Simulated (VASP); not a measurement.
# Zr3S2 (R32) in VASP: a series of runs

Zr3S2 is run at these levels: PBE; tasks: single point, relaxation of cell and atoms.

Everything below comes from runs of VASP 6.6.1. Logs are shortened: lines on timing, memory, paths and dates and some standing lists are left out, and cuts for length are marked.

## (1) The cell of the first run

It takes space group R32 (No. 155, trigonal). Conventional cell: a = 5.805 Å, b = 5.805 Å, c = 10.463 Å, α = 90.00°, β = 90.00°, γ = 120.00°. Within 3.5 Å of Zr (site symmetry 2) lie 4 S at 2.61 to 2.62 Å and 8 Zr at 3.32 to 3.49 Å. Within 3.5 Å of S (site symmetry 3) lie 6 Zr at 2.61 to 2.62 Å and 4 S at 3.35 to 3.45 Å.

## (2) Single point, PBE

INCAR reads:

```
PREC     = Accurate       # precision mode
ENCUT    = 520            # plane-wave cutoff, eV
EDIFF    = 1E-6           # SCF threshold, eV
ISMEAR   = 0              # smearing method
SIGMA    = 0.1            # smearing width, eV
LREAL    = False          # projectors in reciprocal space
LASPH    = True           # aspherical terms in the spheres
NELM     = 80             # most SCF steps
ALGO     = Normal         # electronic algorithm
ISIF     = 2              # what is computed and relaxed
LWAVE    = False          # write WAVECAR
LCHARG   = True           # write CHGCAR
GGA      = PE             # functional
LELF     = True           # ELF
LVHAR    = True         
NBANDS   = 32             # bands
```

KPOINTS reads:

```
regular mesh
0
Gamma
  6 6 6
```

POSCAR reads:

```
Zr3S2
1.0
    2.9025380600      1.6757811300      3.4877731800
   -2.9025380600      1.6757811300      3.4877731800
    0.0000000000     -3.3515622600      3.4877731800
Zr S
3 2
Direct
    0.1612730000      0.8387270000      0.5000000000
    0.5000000000      0.1612730000      0.8387270000
    0.8387270000      0.5000000000      0.1612730000
    0.3349770000      0.3349770000      0.3349770000
    0.6650230000      0.6650230000      0.6650230000
```

Potentials or basis: VASP PAW PBE potentials, release 64 (Zr_sv, S).

Launch:

```sh
$ cat potpaw_PBE.64/Zr_sv/POTCAR potpaw_PBE.64/S/POTCAR > POTCAR
$ mpirun -np 1 vasp_std > vasp.out
```

OUTCAR:

```text
PREC = Accurate
   ENCUT = 520
   EDIFF = 1E-6
   ISMEAR = 0
   LREAL = False
   LASPH = True
   NELM = 80
   ISIF = 2
   GGA = PE

 ion  position               nearest neighbor table
   1  0.161  0.839  0.500-   4 2.61   5 2.61   5 2.62   4 2.62   2 3.32   3 3.32   3 3.32   2 3.32
                             3 3.41   2 3.41   2 3.49   3 3.49
   2  0.500  0.161  0.839-   4 2.61   5 2.61   5 2.62   4 2.62   1 3.32   1 3.32   3 3.32   3 3.32
                             3 3.41   1 3.41   3 3.49   1 3.49
   3  0.839  0.500  0.161-   5 2.61   4 2.61   4 2.62   5 2.62   1 3.32   1 3.32   2 3.32   2 3.32
                             2 3.41   1 3.41   2 3.49   1 3.49
   4  0.335  0.335  0.335-   1 2.61   2 2.61   3 2.61   3 2.62   2 2.62   1 2.62
   5  0.665  0.665  0.665-   1 2.61   3 2.61   2 2.61   2 2.62   3 2.62   1 2.62

  LATTYP: Found a trigonal (rhomboedric) cell.
 ALAT       =     4.8370994760
 COS(alpha) =     0.2798618737

  Lattice vectors:

 A1 = (   2.9025380600,   1.6757811300,   3.4877731800)
 A2 = (  -2.9025380600,   1.6757811300,   3.4877731800)
 A3 = (   0.0000000000,  -3.3515622600,   3.4877731800)

Analysis of symmetry for initial positions (statically):
=====================================================================
 Subroutine PRICEL returns:
 Original cell was already a primitive cell.

 Routine SETGRP: Setting up the symmetry group for a
 trigonal (rhombohedral) supercell.

 Subroutine GETGRP returns: Found  6 space group operations
 (whereof  6 operations were pure point group operations)
 out of a pool of 12 trial point group operations.

The static configuration has the point symmetry D_3 .

Analysis of symmetry for dynamics (positions and initial velocities):
=====================================================================
 Subroutine PRICEL returns:
 Original cell was already a primitive cell.

 Routine SETGRP: Setting up the symmetry group for a
 trigonal (rhombohedral) supercell.

 Subroutine GETGRP returns: Found  6 space group operations
 (whereof  6 operations were pure point group operations)
 out of a pool of 12 trial point group operations.

The dynamic configuration has the point symmetry D_3 .

 Subroutine INISYM returns: Found  6 space group operations
 (whereof  6 operations are pure point group operations),
 and found     1 'primitive' translations

----------------------------------------------------------------------------------------

                                     Primitive cell

  volume of cell :     101.7876

  direct lattice vectors                    reciprocal lattice vectors
     2.902538060  1.675781130  3.487773180     0.172263030  0.099456107  0.095571964
    -2.902538060  1.675781130  3.487773180    -0.172263030  0.099456107  0.095571964
     0.000000000 -3.351562260  3.487773180     0.000000000 -0.198912213  0.095571964

  length of vectors
     4.837099476  4.837099476  4.837099476     0.220680921  0.220680921  0.220680921

  position of ions in fractional coordinates (direct lattice)
     0.161273000  0.838727000  0.500000000
     0.500000000  0.161273000  0.838727000
     0.838727000  0.500000000  0.161273000
     0.334977000  0.334977000  0.334977000
     0.665023000  0.665023000  0.665023000

  ion indices of the primitive-cell ions
   primitive index   ion index
                 1           1
                 2           2
                 3           3
                 4           4
                 5           5

----------------------------------------------------------------------------------------

 KPOINTS: regular mesh

Automatic generation of k-mesh.
 Grid dimensions read from file:
 generate k-points for:    6    6    6

 Generating k-lattice:

  Cartesian coordinates                     Fractional coordinates (reciprocal lattice)
     0.028710505  0.016576018  0.015928661     0.166666667 -0.000000000  0.000000000
    -0.028710505  0.016576018  0.015928661    -0.000000000  0.166666667  0.000000000
     0.000000000 -0.033152036  0.015928661     0.000000000  0.000000000  0.166666667

  Length of vectors
     0.036780153  0.036780153  0.036780153

  Shift w.r.t. Gamma in fractional coordinates (k-lattice)
     0.000000000  0.000000000  0.000000000

 Subroutine IBZKPT returns following result:
 ===========================================

 Found     32 irreducible k-points:

 Following reciprocal coordinates:
            Coordinates               Weight
  0.000000  0.000000  0.000000      1.000000
  0.166667 -0.000000 -0.000000      6.000000
  0.333333 -0.000000 -0.000000      6.000000
  0.500000 -0.000000 -0.000000      3.000000
  0.166667  0.166667 -0.000000      6.000000
  0.333333  0.166667 -0.000000     12.000000
[... 16 lines left out ...]
  0.500000  0.500000  0.166667      6.000000
 -0.333333  0.500000  0.166667     12.000000
 [... further k-points ...]
   k-points           NKPTS =     32   k-points in BZ     NKDIM =     32   number of bands    NBANDS=     32
   number of dos      NEDOS =    301   number of ions     NIONS =      5
   total plane-waves  NPLWV =  46656
   dimension x,y,z NGX =    36 NGY =   36 NGZ =   36
   dimension x,y,z NGXF=    72 NGYF=   72 NGZF=   72
   ions per type =               3   2
   NGX,Y,Z   is equivalent  to a cutoff of  12.37, 12.37, 12.37 a.u.
   NGXF,Y,Z  is equivalent  to a cutoff of  24.75, 24.75, 24.75 a.u.
 SYSTEM =  unknown system
   PREC   = accura    normal or accurate (medium, high low for compatibility)
   ISTART =      0    job   : 0-new  1-cont  2-samecut
   ICHARG =      2    charge: 1-file 2-atom 10-const
   ISPIN  =      1    spin polarized calculation?
   LNONCOLLINEAR =      F non collinear calculations
   LSORBIT =      F    spin-orbit coupling
   LASPH  =      T    aspherical Exc in radial PAW
   ENCUT  =  520.0 eV  38.22 Ry    6.18 a.u.   8.99  8.99  8.99*2*pi/ulx,y,z
   NELM   =     80;   NELMIN=  2; NELMDL= -5     # of ELM steps
   EDIFF  = 0.1E-05   stopping-criterion for ELM
   LREAL  =      F    real-space projection
   EDIFFG = 0.1E-04   stopping-criterion for IOM
   NSW    =      0    number of steps for IOM
   IBRION =     -1    ionic relax: 0-MD 1-quasi-New 2-CG
   NFREE  =      0    steps in history (QN), initial steepest desc. (CG)
   ISIF   =      2    stress and relaxation
   ISYM   =      2    0-nonsym 1-usesym 2-fastsym
   POTIM  = 0.5000    time-step for ionic-motion
   TEBEG  =    0.0;   TEEND  =   0.0 temperature during run
   PSTRESS=    0.0 pullay stress
   NELECT =      48.0000    total number of electrons
   NUPDOWN=      -1.0000    fix difference up-down
   EMIN   =  10.00;   EMAX   =-10.00  energy-range for DOS
   EFERMI =   0.00;   METHOD = LEGACY
   ISMEAR =     0;   SIGMA  =   0.10  broadening in eV -4-tet -1-fermi 0-gaus
   EFERMI_NEDOS =   21; number of points for ismear=-14 and -15
   IALGO  =     38    algorithm
   IMIX   =      4    mixing-type and parameters
     AMIX     =   0.40;   BMIX     =  1.00
     AMIX_MAG =   1.60;   BMIX_MAG =  1.00
  volume/ion in A,a.u.               =      20.36       137.38
  Fermi-wavevector in a.u.,A,eV,Ry     =   1.274257  2.407996 22.092198  1.623731
  Thomas-Fermi vector in A             =   2.407035
   LORBIT       =      0    0 simple, 1 ext, 2 COOP (PROOUT), +10 PAW based schemes
   GGA     = PE    functional components
   LHFCALC =     F    Hartree Fock is set to
   AEXX    =    0.0000 exact exchange contribution
   IVDW    =     0    specifies the selected vdW correction
   LEPSILON=     F    determine dielectric tensor
   LRPA    =     F    only Hartree local field effects (RPA)
 non-spin polarized calculation
 Gauss-broadening in eV      SIGMA  =   0.10
  energy-cutoff  :      520.00
  volume of cell :      101.79
 maximum number of plane-waves:      2758
   NGX = 17   NGY = 17   NGZ = 17

 number of electron      47.9999998 magnetization

 Free energy of the ion-electron system (eV)
  ---------------------------------------------------
  ext. energy  EPLUGINS =         0.00000000
  ---------------------------------------------------
  free energy    TOTEN  =       -39.23575552 eV

  energy without entropy =      -39.22429217  energy(sigma->0) =      -39.23002384

 E-fermi :   8.8753     XC(G=0): -10.9099

 val. band max:        8.8553916851   @ k =   0.1667  -0.0000  -0.0000
 cond. band min:       8.8929051226   @ k =   0.5000   0.1667   0.1667
 fundamental gap:      0.0375134375
 Fermi energy:         8.8752767354

 k-point     1 :       0.0000    0.0000    0.0000
  band No.  band energies     occupation
      1     -40.2436      2.00000
      2     -40.1655      2.00000
      3     -40.1655      2.00000
      4     -18.4065      2.00000
      5     -18.4065      2.00000
      6     -18.3982      2.00000
[... 24 lines left out ...]
     31      12.1202      0.00000
     32      12.3326      0.00000

 k-point     2 :       0.1667   -0.0000   -0.0000
  band No.  band energies     occupation
      1     -40.2380      2.00000
      2     -40.1714      2.00000
      3     -40.1651      2.00000
      4     -18.4581      2.00000
      5     -18.4422      2.00000
      6     -18.4196      2.00000
[... 24 lines left out ...]
     31      12.2285      0.00000
     32      12.4937      0.00000

 k-point     3 :       0.3333   -0.0000   -0.0000
  band No.  band energies     occupation
      1     -40.2229      2.00000
      2     -40.1844      2.00000
      3     -40.1670      2.00000
      4     -18.4882      2.00000
      5     -18.4817      2.00000
      6     -18.4198      2.00000
[... 24 lines left out ...]
     31      12.2256      0.00000
     32      12.4796      0.00000

 k-point     4 :       0.5000   -0.0000   -0.0000
  band No.  band energies     occupation
      1     -40.2050      2.00000
      2     -40.2012      2.00000
      3     -40.1680      2.00000
      4     -18.5048      2.00000
      5     -18.4891      2.00000
      6     -18.3772      2.00000
[... 654 lines left out ...]
     31      12.2012      0.00000
     32      12.2631      0.00000

 k-point    23 :       0.5000    0.5000    0.1667
  band No.  band energies     occupation
      1     -40.2084      2.00000
      2     -40.1839      2.00000
      3     -40.1810      2.00000
      4     -18.5980      2.00000
      5     -18.5190      2.00000
      6     -18.3936      2.00000
[... 24 lines left out ...]
     31      11.8781      0.00000
     32      12.0889      0.00000

 k-point    24 :      -0.3333    0.5000    0.1667
  band No.  band energies     occupation
      1     -40.1966      2.00000
      2     -40.1904      2.00000
      3     -40.1866      2.00000
      4     -18.5815      2.00000
      5     -18.5095      2.00000
      6     -18.3925      2.00000
[... 24 lines left out ...]
     31      11.8644      0.00000
     32      12.2581      0.00000

 [... further k-points ...]

------------------------ aborting loop because EDIFF is reached ----------------------------------------

  FORCE on cell =-STRESS in cart. coord.  units (eV):
  Direction    XX          YY          ZZ          XY          YZ          ZX
  --------------------------------------------------------------------------------------
  -------------------------------------------------------------------------------------
  Total       -0.6203453     -0.6203453     -0.4822983      0.0000000      0.0000000      0.0000000
  in kB       -9.7644852     -9.7644852     -7.5915697      0.0000000      0.0000000      0.0000000
  external PRESSURE =      -9.0401800 kB  Pullay stress =       0.0000000 kB

 VOLUME and BASIS-vectors are now :
 -----------------------------------------------------------------------------
  energy-cutoff  :      520.00
  volume of cell :      101.79
      direct lattice vectors                 reciprocal lattice vectors
     2.902538060  1.675781130  3.487773180     0.172263030  0.099456107  0.095571964
    -2.902538060  1.675781130  3.487773180    -0.172263030  0.099456107  0.095571964
     0.000000000 -3.351562260  3.487773180     0.000000000 -0.198912213  0.095571964

 POSITION                                       TOTAL-FORCE (eV/Angst)
 -----------------------------------------------------------------------------------
     -1.96634      0.00000      5.23166         0.053433      0.000000     -0.000000
      0.98317     -1.70290      5.23166        -0.026716      0.046274     -0.000000
      0.98317      1.70290      5.23166        -0.026716     -0.046274     -0.000000
      0.00000      0.00000      3.50497         0.000000      0.000000      0.017305
      0.00000      0.00000      6.95835         0.000000      0.000000     -0.017305
 -----------------------------------------------------------------------------------
    total drift:                               -0.000000      0.000000      0.000000

  FREE ENERGIE OF THE ION-ELECTRON SYSTEM (eV)
  ---------------------------------------------------
  free  energy   TOTEN  =       -39.2357555179 eV

  energy  without entropy=      -39.2242921709  energy(sigma->0) =      -39.23002384
```

It took 2.2 min on 1 thread of Intel Xeon 8259CL, shared host; peak memory 0.25 GiB.

Results:

```yaml
Free_energy: -39.2358 eV
Pressure: -0.9 GPa
Largest_force: 0.053 eV/Å
Band_gap_on_the_k_mesh: zero (bands 24 and 25 overlap by 0.24 eV)
```

Forces in eV/Å, atoms in the order of the input:
```
Zr   0.053  0.000  0.000
Zr  -0.027  0.046  0.000
Zr  -0.027 -0.046  0.000
S    0.000  0.000  0.017
S    0.000  0.000 -0.017
```

Stress tensor (GPa, compression positive):
```
-0.98  0.00  0.00
 0.00 -0.98  0.00
 0.00  0.00 -0.76
```

Levels at points of the mesh, in eV from the Fermi level:
```csv
k point,band 22,band 23,band 24,band 25,band 26,band 27
"(0.00, 0.00, 0.00)",-1.82,0.10,0.10,0.70,0.70,2.00
"(0.50, 0.00, 0.00)",-1.11,-0.84,-0.66,-0.12,1.02,1.77
"(0.50, 0.50, 0.00)",-1.21,-0.82,-0.27,-0.04,0.93,1.90
"(0.50, 0.50, 0.50)",-0.39,-0.17,-0.17,0.34,0.34,1.08
```

## (3) Single point, PBE, collinear spin

INCAR reads:

```
SYSTEM = Zr3S2
ALGO = Normal
EDIFF = 1E-6
ENCUT = 520
GGA = PE
ISIF = 2
ISMEAR = 0
ISPIN = 2
LASPH = .TRUE.
LCHARG = .FALSE.
LMAXMIX = 4
LORBIT = 11
LREAL = .FALSE.
LWAVE = .FALSE.
MAGMOM = 1 1 1 0 0
NBANDS = 36
NELM = 150
PREC = Accurate
SIGMA = 0.1
```

KPOINTS reads:

```
k-points
0
G
  6 6 6
  0 0 0
```

POSCAR is that of step 2.

Potentials or basis: VASP PAW PBE potentials, release 64 (Zr_sv, S).

Launch:

```sh
$ cat potpaw_PBE.64/Zr_sv/POTCAR potpaw_PBE.64/S/POTCAR > POTCAR
$ mpirun -np 1 vasp_std > vasp.out
```

Wall time 5.4 min (1 thread of Intel Xeon 8259CL, shared host); peak memory 0.33 GiB.

It converged, with:

| Property | Result |
| --- | --- |
| Free energy | -39.2358 eV |
| Pressure | -0.9 GPa |
| Largest force | 0.054 eV/Å |
| Band gap on the k mesh | zero (filled and empty bands overlap) |
| Net moment | 0.00 μB per cell |
| Valence electrons inside the program's atomic spheres | Zr 9.79; S 3.77 |

Forces on the atoms (eV/Å):
```
Zr   0.054  0.000  0.000
Zr  -0.027  0.046  0.000
Zr  -0.027 -0.046  0.000
S    0.000  0.000  0.017
S    0.000  0.000 -0.017
```

Stress tensor (GPa, compression positive):
```
-0.98  0.00  0.00
 0.00 -0.98  0.00
 0.00  0.00 -0.76
```

Levels at points of the mesh, in eV from the Fermi level:
Spin up:
```
           k point  band 21  band 22  band 23  band 24  band 25  band 26  band 27  band 28
(0.00, 0.00, 0.00)    -2.59    -1.82     0.10     0.10     0.70     0.70     2.00     2.75
(0.50, 0.00, 0.00)    -1.20    -1.11    -0.84    -0.66    -0.12     1.02     1.77     1.79
(0.50, 0.50, 0.00)    -1.86    -1.21    -0.82    -0.27    -0.04     0.93     1.90     2.01
(0.50, 0.50, 0.50)    -0.77    -0.39    -0.17    -0.17     0.34     0.34     1.08     1.08
```
Spin down:
| k point | band 20 | band 21 | band 22 | band 23 | band 24 | band 25 | band 26 | band 27 | band 28 | band 29 |
| --- | --- | --- | --- | --- | --- | --- | --- | --- | --- | --- |
| (0.00, 0.00, 0.00) | -4.08 | -2.59 | -1.82 | 0.10 | 0.10 | 0.70 | 0.70 | 2.00 | 2.75 | 2.75 |
| (0.50, 0.00, 0.00) | -3.69 | -1.20 | -1.11 | -0.84 | -0.66 | -0.12 | 1.02 | 1.77 | 1.79 | 2.47 |
| (0.50, 0.50, 0.00) | -3.74 | -1.86 | -1.21 | -0.82 | -0.27 | -0.04 | 0.93 | 1.90 | 2.01 | 2.15 |
| (0.50, 0.50, 0.50) | -4.32 | -0.77 | -0.39 | -0.17 | -0.17 | 0.34 | 0.34 | 1.08 | 1.08 | 2.21 |

## (4) Single point, PBE

This run uses another cell than the first one, of 20.21 Å³/atom.

INCAR reads:

```
SYSTEM = Zr3S2
PREC = Accurate
ENCUT = 520
EDIFF = 1E-6
ISMEAR = 0
SIGMA = 0.1
LREAL = .False.
LASPH = .True.
NELM = 60
ALGO = Normal
ISIF = 2
LWAVE = .False.
LCHARG = .True.
GGA = PE
LELF = .True.
LVHAR = .True.
NBANDS = 32
```

KPOINTS reads:

```
regular mesh
0
Gamma
  12 12 12
  0 0 0
```

POSCAR reads:

```
Zr3S2
1.0
    2.8951205757      1.6714986437      3.4804180565
   -2.8951205757      1.6714986437      3.4804180565
    0.0000000000     -3.3429972875      3.4804180565
Zr S
3 2
Direct
    0.1620778883      0.8379221117      0.5000000000
    0.5000000000      0.1620778883      0.8379221117
    0.8379221117      0.5000000000      0.1620778883
    0.3347879769      0.3347879769      0.3347879769
    0.6652120231      0.6652120231      0.6652120231
```

Launch:

```sh
$ cat potpaw_PBE.64/Zr_sv/POTCAR potpaw_PBE.64/S/POTCAR > POTCAR
$ mpirun -np 1 vasp_std > vasp.out
```

Wall time 12 min (1 thread of Intel Xeon 8259CL, shared host); peak memory 0.55 GiB.

Results (log left out):

| Property | Result |
| --- | --- |
| Free energy | -39.2376 eV |
| Pressure | 0.0 GPa |
| Largest force | 0.004 eV/Å |
| Band gap on the k mesh | zero (bands 24 and 25 overlap by 0.34 eV) |

Forces in eV/Å, atoms in the order of the input:
```
Zr  -0.003  0.000  0.000
Zr   0.001 -0.003  0.000
Zr   0.001  0.003  0.000
S    0.000  0.000  0.004
S    0.000  0.000 -0.004
```

Levels at points of the mesh, in eV from the Fermi level:
```csv
k point,band 21,band 22,band 23,band 24,band 25,band 26,band 27,band 28
"(0.00, 0.00, 0.00)",-2.61,-1.83,0.11,0.11,0.70,0.70,2.02,2.77
"(0.50, 0.00, 0.00)",-1.20,-1.12,-0.85,-0.66,-0.12,1.03,1.78,1.81
"(0.50, 0.50, 0.00)",-1.88,-1.21,-0.82,-0.28,-0.03,0.92,1.92,2.03
"(0.50, 0.50, 0.50)",-0.78,-0.38,-0.17,-0.17,0.34,0.34,1.08,1.08
```

(Part 1 of 2 ends here.)
